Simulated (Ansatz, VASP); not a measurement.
## InSb: VASP beside Ansatz

The input INCAR:

```
SYSTEM = InSb
  PREC = Accurate
  ENCUT = 520
  EDIFF = 1E-6
  ISMEAR = 0
  SIGMA = 0.15
  LREAL = .False.
  LASPH = .True.
  NELM = 100
  ALGO = Normal
  ISIF = 2
  LWAVE = .False.
  LCHARG = .True.
  GGA = PS
  LELF = .True.
  LVHAR = .True.
  NBANDS = 16
```

File KPOINTS:

```
regular mesh
0
Gamma
  14 14 14
  0 0 0
```

Contents of POSCAR:

```
InSb
1.0
    0.0000000000      3.1432416975      2.7839691715
    3.1432416975      0.0000000000      2.7839691715
    3.1432416975      3.1432416975      0.0000000000
In Sb
1 1
Direct
    0.0000000000      0.0000000000      0.0000000000
    0.5000000000      0.5000000000      0.5000000000
```

Input for Ansatz:

```yaml
crystal:
  lattice:
    - [0.0, 3.1432416975, 2.7839691715]
    - [3.1432416975, 0.0, 2.7839691715]
    - [3.1432416975, 3.1432416975, 0.0]
  atoms:
    - { symbol: In, position: [0.0, 0.0, 0.0] }
    - { symbol: Sb, position: [0.5, 0.5, 0.5] }
basis:
  ecutwfc: 420
kpoints:
  mp_grid: { grid: [14, 14, 14] }
hamiltonian:
  xc: pbesol
  pseudopotentials: { kind: paw, azcp: { folder: soft_1 } }
scf:
  occupations: { method: gaussian, width: 0.15 }
output:
  forces: true
  stress: true
  eigenvalues: true
  write_density: true
  write_potential: true
  elf: true
  volumetric_format: npy
```

Alike in both runs: task single point; functional PBEsol; k mesh 14 × 14 × 14; occupations gaussian, width 0.15 eV; no spin polarisation.

|  | VASP | Ansatz |
| --- | --- | --- |
| version | VASP 6.6.1 | Ansatz 0.2.0 |
| potentials or method | VASP PAW PBE potentials, release 64 (In_d, Sb), cutoff 520 eV | scalar-relativistic, plane waves, PAW |
| valence electrons in the cell | 18 | 28 |

```tsv
	VASP	Ansatz	Ansatz less VASP
gap on the k mesh at the Fermi level (eV)	none	none	-
pressure (GPa)	2.0	2.0	-0.02
traceless stress, the component that is largest in VASP (GPa)	10.18	10.18	-0.005
```

VASP's potentials were made for PBE, not for PBEsol, and Ansatz warns of the same on its side. A gap of «none» marks a metal or a gap that the smearing closes. VASP's potentials hold 18 valence electrons a cell and Ansatz's 28, so a difference there can come from the potentials and not from the codes.

Neither program's run includes spin-orbit coupling.
